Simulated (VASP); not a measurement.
Wanted: the native input for a VASP 6.6.1 run.

```
Task                   : single point
Functional             : PBE
Potentials or basis    : VASP PAW PBE potentials, release 64 (In_d, O)
Cutoff                 : 600 eV
k mesh                 : 3 × 3 × 3
Occupations            : gaussian, width 0.2 eV
Spin                   : no spin polarisation
Dipole correction      : no
Further INCAR settings : ALGO = Normal; EDIFF = 1e-06; NBANDS = 58
```

The structure of In7O lies in POSCAR:

```
In7O
1.0
    0.0000000000      5.4392512493      5.4392512493
    5.4392512493      0.0000000000      5.4392512493
    5.4392512493      5.4392512493      0.0000000000
In O
7 1
Direct
    0.7805386795      0.2194613205      0.2194613205
    0.2194613205      0.7805386795      0.7805386795
    0.2194613205      0.7805386795      0.2194613205
    0.7805386795      0.2194613205      0.7805386795
    0.2194613205      0.2194613205      0.7805386795
    0.7805386795      0.7805386795      0.2194613205
    0.5000000000      0.5000000000      0.5000000000
    0.0000000000      0.0000000000      0.0000000000
```

The cell was built from a structure type or drawn by symmetry, and may not be a known phase.

These files were run (other wordings do the same):

INCAR

```
SYSTEM = In7O
PREC = Accurate ; ENCUT = 600
EDIFF = 1E-6 ; ISMEAR = 0
SIGMA = 0.2 ; LREAL = .False.
LASPH = .True. ; NELM = 120
ALGO = Normal ; ISIF = 2
LWAVE = .False. ; LCHARG = .True.
GGA = PE ; LELF = .True.
LVHAR = .True. ; NBANDS = 58
GGA_COMPAT = .False.
```

KPOINTS

```
regular mesh
0
Gamma
  3 3 3
  0 0 0
```

Potentials or basis: VASP PAW PBE potentials, release 64 (In_d, O).

Command:

```bash
$ cat potpaw_PBE.64/In_d/POTCAR potpaw_PBE.64/O/POTCAR > POTCAR
$ mpirun -np 1 vasp_std > vasp.out
```

It gave:

```
Pressure               : 0.0 GPa
Band gap on the k mesh : zero (an odd number of electrons rules out a gap without spin polarisation)
```

Caveat: spin-orbit coupling is left out, which moves the levels of the heavy elements; an odd number of electrons without spin polarisation forces a metal; a magnetic or distorted state may lie lower.

Run time: 4.4 min on 1 thread of AMD EPYC 9R45 (Zen 5) (shared host), peak memory 0.53 GiB.
